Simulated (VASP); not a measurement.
Input of a VASP 6.6.1 run:

File INCAR:

```
SYSTEM = Hf5O9
PREC = Accurate
ENCUT = 520
EDIFF = 1E-7
ISMEAR = 0
SIGMA = 0.05
LREAL = .FALSE.
LASPH = .TRUE.
NELM = 80
ALGO = Normal
ISIF = 2
LWAVE = .FALSE.
LCHARG = .FALSE.
GGA = PE
NBANDS = 65
NELECT = 102.0
```

The input KPOINTS:

```
Automatic mesh
0
G
  4 4 4
  0 0 0
```

File POSCAR:

```
Hf5O9
1.0
   -5.0981362878      0.0000000000      0.0000000000
   -2.5490681439      5.0981362878     -2.5490681439
   -2.5490681439     -2.5490681439     -5.0981362878
Hf O
5 9
Direct
    0.8000000000      0.8000000000      0.6000000000
    0.6000000000      0.6000000000      0.2000000000
    0.4000000000      0.4000000000      0.8000000000
    0.2000000000      0.2000000000      0.4000000000
    1.0000000000      0.0000000000      1.0000000000
    0.0500000000      0.3000000000      0.1000000000
    0.8500000000      0.1000000000      0.7000000000
    0.6500000000      0.9000000000      0.3000000000
    0.4500000000      0.7000000000      0.9000000000
    0.9500000000      0.7000000000      0.9000000000
    0.7500000000      0.5000000000      0.5000000000
    0.5500000000      0.3000000000      0.1000000000
    0.3012931679      0.0333200000      0.7333400000
    0.1500000000      0.9000000000      0.3000000000
```

Potentials or basis: VASP PAW PBE potentials, release 64 (Hf_pv, O).

Run with:

```bash
$ cat potpaw_PBE.64/Hf_pv/POTCAR potpaw_PBE.64/O/POTCAR > POTCAR
$ mpirun -np 1 vasp_std > vasp.out
```

**Question.** What does it give for the largest force?

**Answer.** 10.750 eV/Å.

Forces on the atoms (eV/Å):
```
Hf   2.467  2.083 -2.471
Hf  -2.125  2.804  2.552
Hf  -2.894 -1.908 -3.616
Hf   2.668 -2.850  3.096
Hf   2.802 -2.698 -4.067
O   -0.391  0.027 -0.028
O    2.883  0.918 -0.073
O    0.366 -0.376 -0.796
O   -0.200 -2.677  0.471
O    0.537 -0.656  2.034
O    0.040 -0.192  0.029
O    0.588  0.450 -1.966
O   -6.215  6.920  5.390
O   -0.526 -1.844 -0.556
```

Caveat: the cell carries a net charge on a neutralising background, which shifts energy and pressure; the cell differs from its parent crystal (atoms taken out, atom 13 moved -0.167 of the way to it and +0.333 Å across, host rigid).
